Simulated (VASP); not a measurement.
# WS2 in VASP: single point with LDA

Aim: the single point of WS2 with LDA.

Program: VASP 6.6.1. These are calculated values, not measurements. Logs are shortened: lines on timing, memory, paths and dates and some standing lists are left out, and cuts for length are marked.

## (1) The cell of the first run

The cell holds a slab with vacuum, 12 atoms: a = 3.126 Å, b = 3.126 Å, c = 35.284 Å, α = 90.00°, β = 90.00°, γ = 120.00°.

## (2) Single point, LDA

Contents of INCAR:

```
PREC = Accurate
ENCUT = 520
EDIFF = 1E-7
ISMEAR = 0
SIGMA = 0.05
LREAL = F
LASPH = T
NELM = 60
ALGO = Normal
ISIF = 2
LWAVE = F
LCHARG = F
GGA = CA
NBANDS = 64
```

Contents of KPOINTS:

```
regular mesh
0
Gamma
  12 12 1
```

Contents of POSCAR:

```
WS2
1.0
    3.1263096192      0.0000000000      0.0000000000
   -1.5631548096      2.7074635503      0.0000000000
    0.0000000000      0.0000000000     35.2841147820
W S
4 8
Direct
    0.6666666667      0.3333333333      0.4138173528
    0.6666666667      0.3333333333      0.7584076039
    0.3333333333      0.6666666667      0.2415923961
    0.3333333333      0.6666666667      0.5861826472
    0.6666666667      0.3333333333      0.1973791553
    0.6666666667      0.3333333333      0.5419015650
    0.3333333333      0.6666666667      0.3695362285
    0.3333333333      0.6666666667      0.7141196879
    0.6666666667      0.3333333333      0.2858803121
    0.6666666667      0.3333333333      0.6304637715
    0.3333333333      0.6666666667      0.4580984350
    0.3333333333      0.6666666667      0.8026208447
```

Potentials or basis: VASP PAW LDA potentials, release 64 (W_sv, S).

On the command line:

```sh
cat potpaw_LDA.64/W_sv/POTCAR potpaw_LDA.64/S/POTCAR > POTCAR
mpirun -np 1 vasp_std > vasp.out
```

OUTCAR:

```text
PREC = Accurate
   ENCUT = 520
   EDIFF = 1E-7
   ISMEAR = 0
   LREAL = F
   LASPH = T
   NELM = 60
   ISIF = 2
   GGA = CA

 ion  position               nearest neighbor table
   1  0.667  0.333  0.414-  11 2.39  11 2.39  11 2.39   7 2.39   7 2.39   7 2.39
   2  0.667  0.333  0.758-  12 2.39  12 2.39  12 2.39   8 2.39   8 2.39   8 2.39
   3  0.333  0.667  0.242-   5 2.39   5 2.39   5 2.39   9 2.39   9 2.39   9 2.39
   4  0.333  0.667  0.586-   6 2.39   6 2.39   6 2.39  10 2.39  10 2.39  10 2.39
   5  0.667  0.333  0.197-   3 2.39   3 2.39   3 2.39
   6  0.667  0.333  0.542-   4 2.39   4 2.39   4 2.39
   7  0.333  0.667  0.370-   1 2.39   1 2.39   1 2.39
   8  0.333  0.667  0.714-   2 2.39   2 2.39   2 2.39
   9  0.667  0.333  0.286-   3 2.39   3 2.39   3 2.39
  10  0.667  0.333  0.630-   4 2.39   4 2.39   4 2.39
  11  0.333  0.667  0.458-   1 2.39   1 2.39   1 2.39
  12  0.333  0.667  0.803-   2 2.39   2 2.39   2 2.39

  LATTYP: Found a hexagonal cell.
 ALAT       =     3.1263096192
 C/A-ratio  =    11.2861869360

  Lattice vectors:

 A1 = (   3.1263096192,   0.0000000000,   0.0000000000)
 A2 = (  -1.5631548096,   2.7074635503,   0.0000000000)
 A3 = (   0.0000000000,   0.0000000000,  35.2841147820)

Analysis of symmetry for initial positions (statically):
=====================================================================
 Subroutine PRICEL returns:
 Original cell was already a primitive cell.

 Routine SETGRP: Setting up the symmetry group for a
 hexagonal supercell.

 Subroutine GETGRP returns: Found 12 space group operations
 (whereof 12 operations were pure point group operations)
 out of a pool of 24 trial point group operations.

The static configuration has the point symmetry D_3d.

Analysis of symmetry for dynamics (positions and initial velocities):
=====================================================================
 Subroutine PRICEL returns:
 Original cell was already a primitive cell.

 Routine SETGRP: Setting up the symmetry group for a
 hexagonal supercell.

 Subroutine GETGRP returns: Found 12 space group operations
 (whereof 12 operations were pure point group operations)
 out of a pool of 24 trial point group operations.

The dynamic configuration has the point symmetry D_3d.

 Subroutine INISYM returns: Found 12 space group operations
 (whereof 12 operations are pure point group operations),
[... 119 lines left out ...]
   TEBEG  =    0.0;   TEEND  =   0.0 temperature during run
   PSTRESS=    0.0 pullay stress
   NELECT =     104.0000    total number of electrons
   NUPDOWN=      -1.0000    fix difference up-down
   EMIN   =  10.00;   EMAX   =-10.00  energy-range for DOS
   EFERMI =   0.00;   METHOD = LEGACY
   ISMEAR =     0;   SIGMA  =   0.05  broadening in eV -4-tet -1-fermi 0-gaus
   EFERMI_NEDOS =   21; number of points for ismear=-14 and -15
   IALGO  =     38    algorithm
   IMIX   =      4    mixing-type and parameters
     AMIX     =   0.40;   BMIX     =  1.00
     AMIX_MAG =   1.60;   BMIX_MAG =  1.00
  volume/ion in A,a.u.               =      24.89       167.95
  Fermi-wavevector in a.u.,A,eV,Ry     =   1.151758  2.176508 18.048769  1.326547
  Thomas-Fermi vector in A             =   2.288414
   LORBIT       =      0    0 simple, 1 ext, 2 COOP (PROOUT), +10 PAW based schemes
   GGA     = CA    functional components
   LHFCALC =     F    Hartree Fock is set to
   AEXX    =    0.0000 exact exchange contribution
   IVDW    =     0    specifies the selected vdW correction
   LEPSILON=     F    determine dielectric tensor
   LRPA    =     F    only Hartree local field effects (RPA)
 non-spin polarized calculation
 Gauss-broadening in eV      SIGMA  =   0.05
  energy-cutoff  :      520.00
  volume of cell :      298.66
 maximum number of plane-waves:      8096
 NGX is ok and might be reduce to    24
   NGX = 11   NGY = 11   NGZ =131

 number of electron     103.9999981 magnetization

 Free energy of the ion-electron system (eV)
  ---------------------------------------------------
  ext. energy  EPLUGINS =         0.00000000
  ---------------------------------------------------
  free energy    TOTEN  =      -104.93870881 eV

  energy without entropy =     -104.93870881  energy(sigma->0) =     -104.93870881

 E-fermi :   4.0631     XC(G=0):  -8.1651

 val. band max:        3.6630406086   @ k =   0.0000   0.0000   0.0000
 cond. band min:       4.6751848582   @ k =   0.1667   0.1667   0.0000
 fundamental gap:      1.0121442496
 Fermi energy:         4.0630850447

 k-point     1 :       0.0000    0.0000    0.0000
  band No.  band energies     occupation
      1     -70.4143      2.00000
      2     -70.4143      2.00000
      3     -70.4100      2.00000
      4     -70.4100      2.00000
      5     -34.9770      2.00000
      6     -34.9769      2.00000
[... 1262 lines left out ...]
     63       7.2153      0.00000
     64       7.2153      0.00000

------------------------ aborting loop because EDIFF is reached ----------------------------------------

  FORCE on cell =-STRESS in cart. coord.  units (eV):
  Direction    XX          YY          ZZ          XY          YZ          ZX
  --------------------------------------------------------------------------------------
  -------------------------------------------------------------------------------------
  Total        0.5341486      0.5341486      0.4717994     -0.0000000      0.0000000     -0.0000000
  in kB        2.8654894      2.8654894      2.5310116     -0.0000000      0.0000000     -0.0000000
  external PRESSURE =       2.7539968 kB  Pullay stress =       0.0000000 kB

 VOLUME and BASIS-vectors are now :
 -----------------------------------------------------------------------------
  energy-cutoff  :      520.00
  volume of cell :      298.66
      direct lattice vectors                 reciprocal lattice vectors
     3.126309619  0.000000000  0.000000000     0.319865951  0.184674693  0.000000000
    -1.563154810  2.707463550  0.000000000     0.000000000  0.369349386  0.000000000
     0.000000000  0.000000000 35.284114782     0.000000000  0.000000000  0.028341366

 POSITION                                       TOTAL-FORCE (eV/Angst)
 -----------------------------------------------------------------------------------
      1.56315      0.90249     14.60118        -0.000000     -0.000000      0.000314
      1.56315      0.90249     26.75974         0.000000     -0.000000      0.001182
     -0.00000      1.80498      8.52437         0.000000      0.000000     -0.001182
     -0.00000      1.80498     20.68294        -0.000000      0.000000     -0.000314
      1.56315      0.90249      6.96435         0.000000     -0.000000     -0.046157
      1.56315      0.90249     19.12052        -0.000000     -0.000000     -0.044270
     -0.00000      1.80498     13.03876        -0.000000      0.000000     -0.043895
     -0.00000      1.80498     25.19708        -0.000000      0.000000     -0.045226
      1.56315      0.90249     10.08703         0.000000     -0.000000      0.045226
      1.56315      0.90249     22.24536        -0.000000     -0.000000      0.043895
     -0.00000      1.80498     16.16360         0.000000      0.000000      0.044270
     -0.00000      1.80498     28.31977        -0.000000      0.000000      0.046157
 -----------------------------------------------------------------------------------
    total drift:                                0.000000      0.000000     -0.000000

  FREE ENERGIE OF THE ION-ELECTRON SYSTEM (eV)
  ---------------------------------------------------
  free  energy   TOTEN  =      -104.9387088102 eV

  energy  without entropy=     -104.9387088102  energy(sigma->0) =     -104.93870881
```

stdout:

```text
POSCAR found type information on POSCAR W S
 POSCAR found :  2 types and      12 ions
 scaLAPACK will be used
 LDA part: xc-table for (Slater(with rela. corr.)+CA(PZ))
 , standard interpolation
 POSCAR, INCAR and KPOINTS ok, starting setup
 FFT: planning ... GRIDC
 FFT: planning ... GRID_SOFT
 FFT: planning ... GRID
 WAVECAR not read
 entering main loop
```

Wall time 10 min (1 thread of Intel Xeon 6975P-C, shared host); peak memory 0.47 GiB.

What came out:

* Free energy: -104.9387 eV
* Largest force: 0.046 eV/Å
* Band gap on the k mesh: 1.01 eV, indirect (least direct gap 1.91 eV)

Forces on the atoms (eV/Å):
```
W    0.000  0.000  0.000
W    0.000  0.000  0.001
W    0.000  0.000 -0.001
W    0.000  0.000  0.000
S    0.000  0.000 -0.046
S    0.000  0.000 -0.044
S    0.000  0.000 -0.044
S    0.000  0.000 -0.045
S    0.000  0.000  0.045
S    0.000  0.000  0.044
S    0.000  0.000  0.044
S    0.000  0.000  0.046
```

Caveat: spin-orbit coupling is left out, which moves the levels of the heavy elements.
